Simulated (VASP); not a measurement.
Be2ZnTe2O:

```xyz
6
Lattice="4.2176 0.0000 0.0000 -2.1088 3.6526 0.0000 0.0000 0.0000 7.8938" Properties=species:S:1:pos:R:3 pbc="T T T"
Be    0.0000    2.4350    2.8712
Be    2.1088    1.2175    5.0226
Zn    0.0000    0.0000    0.0000
Te    0.0000    0.0000    2.1851
Te    0.0000    0.0000    5.7087
O     0.0000    0.0000    3.9469
```

The cell was built from a structure type or drawn by symmetry, and may not be a known phase.

```yaml
Program: VASP 6.6.1
Task: relaxation of cell and atoms
Functional: PBE
Potentials_or_basis: VASP PAW PBE potentials, release 64 (Be, Zn, Te, O)
Cutoff: 600 eV
k_mesh: 6 × 6 × 2
Occupations: gaussian, width 0.1 eV
Spin: no spin polarisation
```

At the start: pressure 27.8 GPa; volume 20.27 Å³/atom.

Where does the relaxation end?

Over 16 steps the energy falls by 1166.9 meV/atom and the volume is 21.11 Å³/atom (+4.1 %); space group P-3m1 (No. 164, to 0.1 Å) before and after.

Step by step:
| step | energy change (eV) | largest force (eV/Å) | pressure (GPa) | volume (Å³) |
| --- | --- | --- | --- | --- |
| 1 | 0.0000 | 3.3897 | 27.82 | 121.61 |
| 2 | -4.3004 | 1.6635 | -10.07 | 183.24 |
| 3 | -6.0640 | 0.8219 | -5.09 | 152.67 |
| 4 | -6.0639 | 0.8326 | -5.46 | 153.59 |
| 5 | -6.8409 | 0.3597 | -3.17 | 138.95 |
| 6 | -6.9743 | 0.0356 | -1.15 | 132.47 |
| 7 | -6.9789 | 0.1044 | -0.56 | 130.96 |
| 8 | -6.9787 | 0.0836 | -0.74 | 131.40 |
| 9 | -6.9860 | 0.1716 | -0.20 | 129.82 |
| 10 | -6.9865 | 0.1946 | -0.02 | 129.37 |
| 11 | -6.9912 | 0.1625 | 0.04 | 128.66 |
| 12 | -6.9973 | 0.0725 | 0.31 | 126.81 |
| 13 | -6.9983 | 0.0614 | -0.34 | 127.72 |
| 14 | -6.9989 | 0.0653 | -0.10 | 127.38 |
| 15 | -6.9997 | 0.0547 | -0.09 | 127.20 |
| 16 | -7.0015 | 0.0353 | -0.09 | 126.65 |

Final structure:
```
CELL_PARAMETERS angstrom
3.79297 0.00000 0.00000
-1.89648 3.28481 0.00000
0.00000 0.00000 10.16514
ATOMIC_POSITIONS crystal
Be 0.33333 0.66667 0.35838
Be 0.66667 0.33333 0.64162
Zn 0.00000 0.00000 0.00000
Te 0.00000 0.00000 0.26210
Te 0.00000 0.00000 0.73790
O 0.00000 0.00000 0.50000
```

Caveat: the k points lie up to 0.32 Å⁻¹ apart in the final cell, too coarse for converged energies and pressures of a metal; a cell axis changed by over 15 % at a fixed basis, so the end point is rough.
